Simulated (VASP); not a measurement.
Input of a VASP 6.6.1 run:

Contents of INCAR:

```
ALGO     = Normal         # electronic algorithm
EDIFF    = 1E-7           # SCF threshold, eV
ENCUT    = 520            # plane-wave cutoff, eV
GGA      = PE             # functional
ISIF     = 2              # what is computed and relaxed
ISMEAR   = -1             # smearing method
LASPH    = True           # aspherical terms in the spheres
LCHARG   = False          # write CHGCAR
LREAL    = False          # projectors in reciprocal space
LWAVE    = False          # write WAVECAR
NBANDS   = 11             # bands
NELM     = 100            # most SCF steps
PREC     = Accurate       # precision mode
SIGMA    = 0.05           # smearing width, eV
```

File KPOINTS:

```
k-points
0
Gamma
  6 6 6
```

File POSCAR:

```
MgO
1.0
    0.0000000000      2.0970013927      2.0970013927
    2.0970013927      0.0000000000      2.0970013927
    2.0970013927      2.0970013927      0.0000000000
Mg O
1 1
Direct
    0.0000000000      0.0000000000      0.0000000000
    0.5000000000      0.5000000000      0.5000000000
```

Potentials or basis: VASP PAW PBE potentials, release 64 (Mg, O).

Launch:

```console
$ cat potpaw_PBE.64/Mg/POTCAR potpaw_PBE.64/O/POTCAR > POTCAR
$ mpirun -np 1 vasp_std > vasp.out
```

Question: Predict the pressure.

Answer: 6.2 GPa.

Question: What does it give for the band gap on the k mesh?

Answer: 4.85 eV, direct.

Caveat: the k points lie up to 0.43 Å⁻¹ apart. A hybrid or GW would open this gap; PBE tends to underestimate it.
